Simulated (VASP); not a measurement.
A run of VASP 6.6.1 is set up as follows.

INCAR

```
SYSTEM = Mo2W
  ALGO = Normal
  EDIFF = 1E-6
  ENCUT = 520
  GGA = PE
  ISIF = 2
  ISMEAR = 0
  LASPH = .True.
  LCHARG = .False.
  LREAL = .False.
  LWAVE = .False.
  NBANDS = 28
  NELM = 80
  PREC = Accurate
  SIGMA = 0.2
```

The input KPOINTS:

```
k-points
0
Gamma
  8 8 8
  0 0 0
```

Contents of POSCAR:

```
Mo2W
1.0
   -1.5861722496      1.5861722496      4.7458015298
    1.5861722496     -1.5861722496      4.7458015298
    1.5861722496      1.5861722496     -4.7458015298
Mo W
2 1
Direct
    0.3333938958      0.3333938958      0.0000000000
    0.6666061042      0.6666061042      0.0000000000
    0.0000000000      0.0000000000      0.0000000000
```

Potentials or basis: VASP PAW PBE potentials, release 64 (Mo_sv, W_sv).

Command:

```sh
$ cat potpaw_PBE.64/Mo_sv/POTCAR potpaw_PBE.64/W_sv/POTCAR > POTCAR
$ mpirun -np 1 vasp_std > vasp.out
```

Question: What does it give for the largest force?

Answer: 0.007 eV/Å.

Question: Estimate the band gap on the k mesh.

Answer: Zero (band 21 reaches 13.24 eV, above the bottom of band 22 at 11.16 eV).

Question: Predict the pressure.

Answer: 0.5 GPa.

Forces in eV/Å, atoms in the order of the input:
```
Mo   0.000  0.000 -0.007
Mo   0.000  0.000  0.007
W    0.000  0.000  0.000
```

Caveat: spin-orbit coupling is left out, which moves the levels of the heavy elements.
